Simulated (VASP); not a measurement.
# Ti2Al6H in VASP: further runs, part 2 of 2

VASP 6.6.1.

## 5. Single point, PBE+D3(BJ)

INCAR

```
ALGO     = Normal         # electronic algorithm
DIPOL    = 0.5 0.5 0.309
EDIFF    = 1E-6           # SCF threshold, eV
ENCUT    = 520            # plane-wave cutoff, eV
GGA      = PE             # functional
IDIPOL   = 3            
ISIF     = 2              # what is computed and relaxed
ISMEAR   = 0              # smearing method
IVDW     = 12             # dispersion correction
LASPH    = T              # aspherical terms in the spheres
LCHARG   = F              # write CHGCAR
LDIPOL   = T            
LREAL    = F              # projectors in reciprocal space
LWAVE    = F              # write WAVECAR
NBANDS   = 32             # bands
NELM     = 60             # most SCF steps
PREC     = Accurate       # precision mode
SIGMA    = 0.1            # smearing width, eV
```

KPOINTS

```
k-points
0
Gamma
  6 6 1
```

POSCAR

```
Ti2Al6H
1.0
    5.0241861190      0.0000000000      0.0000000000
    2.1588814530      4.5367033218      0.0000000000
    0.0000000000      0.0000000000     21.2187109014
Al Ti H
6 2 1
Direct
    0.5000000000      0.0000000000      0.1885128658
    0.0000000000      0.5000000000      0.1885128658
    0.0000000000      0.0000000000      0.2517328341
    0.0000000000      0.5000000000      0.3193548961
    0.5000000000      0.0000000000      0.3193548961
    0.5000000000      0.5000000000      0.3826203646
    0.5000000000      0.5000000000      0.2517328341
    0.0000000000      0.0000000000      0.3797002555
    0.6666666667      1.3333333333      0.5004409057
```

Potentials or basis: VASP PAW PBE potentials, release 64 (Al, Ti_sv, H).

On the command line:

```bash
$ cat potpaw_PBE.64/Al/POTCAR potpaw_PBE.64/Ti_sv/POTCAR potpaw_PBE.64/H/POTCAR > POTCAR
$ mpirun -np 1 vasp_std > vasp.out
```

OUTCAR:

```text
EDIFF = 1E-6
   ENCUT = 520
   GGA = PE
   ISIF = 2
   ISMEAR = 0
   IVDW = 12
   LASPH = T
   LREAL = F
   NELM = 60
   PREC = Accurate
 IVDW          = 12

 ion  position               nearest neighbor table
   1  0.500  0.000  0.189-   2 2.68   2 2.68   5 2.78   7 2.85   7 2.85   3 2.85   3 2.85
   2  0.000  0.500  0.189-   1 2.68   1 2.68   4 2.78   3 2.85   3 2.85   7 2.85   7 2.85
   3  0.000  0.000  0.252-   7 2.68   7 2.68   8 2.72   2 2.85   2 2.85   1 2.85   1 2.85   4 2.89
                             4 2.89   5 2.89   5 2.89
   4  0.000  0.500  0.319-   5 2.68   5 2.68   2 2.78   8 2.82   8 2.82   6 2.85   6 2.85   3 2.89
                             3 2.89   7 2.89   7 2.89
   5  0.500  0.000  0.319-   4 2.68   4 2.68   1 2.78   8 2.82   8 2.82   6 2.85   6 2.85   7 2.89
                             7 2.89   3 2.89   3 2.89
   6  0.500  0.500  0.383-   8 2.68   8 2.68   7 2.78   5 2.85   5 2.85   4 2.85   4 2.85
   7  0.500  0.500  0.252-   3 2.68   3 2.68   6 2.78   1 2.85   1 2.85   2 2.85   2 2.85   5 2.89
                             5 2.89   4 2.89   4 2.89
   8  0.000  0.000  0.380-   6 2.68   6 2.68   3 2.72   4 2.82   4 2.82   5 2.82   5 2.82
   9  0.667  0.333  0.500-

  LATTYP: Found a base centered orthorhombic cell.
 ALAT       =     5.3657849248
 B/A-ratio  =     1.5833231892
 C/A-ratio  =     3.9544467769

  Lattice vectors:

 A1 = (  -2.1588814530,  -4.5367033218,   0.0000000000)
 A2 = (   5.0241861190,   0.0000000000,   0.0000000000)
 A3 = (   0.0000000000,   0.0000000000,  21.2187109014)

Analysis of symmetry for initial positions (statically):
=====================================================================
 Subroutine PRICEL returns:
 Original cell was already a primitive cell.

 Routine SETGRP: Setting up the symmetry group for a
 base centered orthorhombic supercell.

 Subroutine GETGRP returns: Found  2 space group operations
 (whereof  2 operations were pure point group operations)
 out of a pool of  8 trial point group operations.

The static configuration has the point symmetry C_1h.

Analysis of symmetry for dynamics (positions and initial velocities):
=====================================================================
[... 152 lines left out ...]

 number of electron      43.0000009 magnetization

 dipolmoment           0.000000      0.000000      0.158987 electrons x Angstroem

 Free energy of the ion-electron system (eV)
  ---------------------------------------------------
  ext. energy  EPLUGINS =         0.00000000
  ---------------------------------------------------
  free energy    TOTEN  =       -37.95926002 eV

  energy without entropy =      -37.92896209  energy(sigma->0) =      -37.94411106

 E-fermi :  -1.2127     XC(G=0):  -4.0038

 val. band max:       -1.2152415523   @ k =   0.3333   0.1667   0.0000
 cond. band min:      -1.1546746328   @ k =  -0.3333   0.1667   0.0000
 fundamental gap:      0.0605669196
 Fermi energy:        -1.2126923210

 k-point     1 :       0.0000    0.0000    0.0000
  band No.  band energies     occupation
      1     -58.1933      2.00000
      2     -57.7958      2.00000
      3     -34.6335      2.00000
      4     -34.4608      2.00000
      5     -34.3234      2.00000
      6     -34.2148      2.00000
[... 444 lines left out ...]
     31       1.9721      0.00000
     32       2.0906      0.00000

------------------------ aborting loop because EDIFF is reached ----------------------------------------

 vacuum level on the upper side and lower side of the slab       (xc-potential included)         0.459        -0.763

 Edisp (eV)   -2.03966

 E8    (eV) :    -0.9690

  FORCE on cell =-STRESS in cart. coord.  units (eV):
  Direction    XX          YY          ZZ          XY          YZ          ZX
  --------------------------------------------------------------------------------------
  -------------------------------------------------------------------------------------
  Total      -4.08233    -2.66202    -6.81558    -1.49233     0.27299    -0.17241
  in kB     -13.52363    -8.81853   -22.57815    -4.94368     0.90435    -0.57114
  external pressure =      -14.97 kB  Pullay stress =        0.00 kB

 VOLUME and BASIS-vectors are now :
 -----------------------------------------------------------------------------
  energy-cutoff  :      520.00
  volume of cell :      483.64
      direct lattice vectors                 reciprocal lattice vectors
     5.024186119  0.000000000  0.000000000     0.199037212 -0.094715858  0.000000000
     2.158881453  4.536703322  0.000000000     0.000000000  0.220424376  0.000000000
     0.000000000  0.000000000 21.218710901     0.000000000  0.000000000  0.047128216

 POSITION                                       TOTAL-FORCE (eV/Angst)
 -----------------------------------------------------------------------------------
      2.51209      0.00000      4.00000        -0.010492      0.007966      0.571208
      1.07944      2.26835      4.00000        -0.002684      0.012897      0.571208
      0.00000      0.00000      5.34145         0.033740     -0.053421     -0.533297
      1.07944      2.26835      6.77630        -0.013408     -0.001952     -0.038328
      2.51209      0.00000      6.77630         0.007524      0.011269     -0.038328
      3.59153      2.26835      8.11871         0.088867     -0.140706      0.690204
      3.59153      2.26835      5.34145         0.054875     -0.086885     -0.287638
      0.00000      0.00000      8.05675        -0.159067      0.251854      0.827040
      4.06908      1.51223     10.61871         0.000645     -0.001021     -1.762067
 -----------------------------------------------------------------------------------
    total drift:                               -0.000040      0.000064     -0.000229

  FREE ENERGIE OF THE ION-ELECTRON SYSTEM (eV)
  ---------------------------------------------------
  free  energy   TOTEN  =       -39.9989154570 eV

  energy  without entropy=      -39.9686175249  energy(sigma->0) =      -39.98376649

 vacuum level on the upper side and lower side of the slab         4.107         2.848
```

OSZICAR:

```text
N       E                     dE             d eps       ncg     rms          rms(c)
DAV:   1     0.268285652780E+03    0.26829E+03   -0.18199E+04  1016   0.103E+03
DAV:   2    -0.108718092495E+02   -0.27916E+03   -0.27181E+03  1008   0.272E+02
DAV:   3    -0.392135763283E+02   -0.28342E+02   -0.27926E+02  1368   0.739E+01
[... 19 lines left out ...]
DAV:  23    -0.379592377680E+02   -0.21044E-04   -0.20601E-06   880   0.460E-03    0.150E-03
DAV:  24    -0.379592537484E+02   -0.15980E-04   -0.16015E-06   792   0.312E-03    0.648E-04
DAV:  25    -0.379592580502E+02   -0.43019E-05   -0.33338E-07   696   0.159E-03    0.272E-04
DAV:  26    -0.379592594955E+02   -0.14452E-05   -0.86930E-08   688   0.883E-04    0.171E-04
DAV:  27    -0.379592600242E+02   -0.52876E-06   -0.23654E-08   528   0.559E-04
   1 F= -.39998915E+02 E0= -.39983766E+02  d E =-.302979E-01
```

Run time: 4.9 min. Hardware: 1 thread of Intel Xeon 6975P-C (Granite Rapids), shared host; peak memory 0.62 GiB.

What came out:

```
Free energy                : -39.9989 eV
Largest force              : 1.762 eV/Å
Band gap on the k mesh     : zero (an odd number of electrons rules out a gap without spin polarisation)
Dispersion energy per atom : -0.227 eV
```

Forces in eV/Å, atoms in the order of the input:
```
Al  -0.010  0.008  0.571
Al  -0.003  0.013  0.571
Al   0.034 -0.053 -0.533
Al  -0.013 -0.002 -0.038
Al   0.008  0.011 -0.038
Al   0.089 -0.141  0.690
Ti   0.055 -0.087 -0.288
Ti  -0.159  0.252  0.827
H    0.001 -0.001 -1.762
```

## 6. The runs side by side

| cell | gap on the mesh (eV) | largest force (eV/Å) |
| --- | --- | --- |
| as given, atomic positions A | none | 1.38 |
| as given, atomic positions B | none | 1.76 |
| as given, atomic positions C | none | 1.25 |
| as given, atomic positions D | none | 1.76 |

Alike in all rows: task single point; level PBE+D3(BJ); potentials or basis VASP PAW PBE potentials, release 64 (Al, Ti_sv, H); no spin polarisation; k mesh 6 × 6 × 1; cutoff (eV) 520; smearing gaussian 0.1 eV.

Total energies depend on the potentials used, so only differences within one code and one set of settings carry meaning.
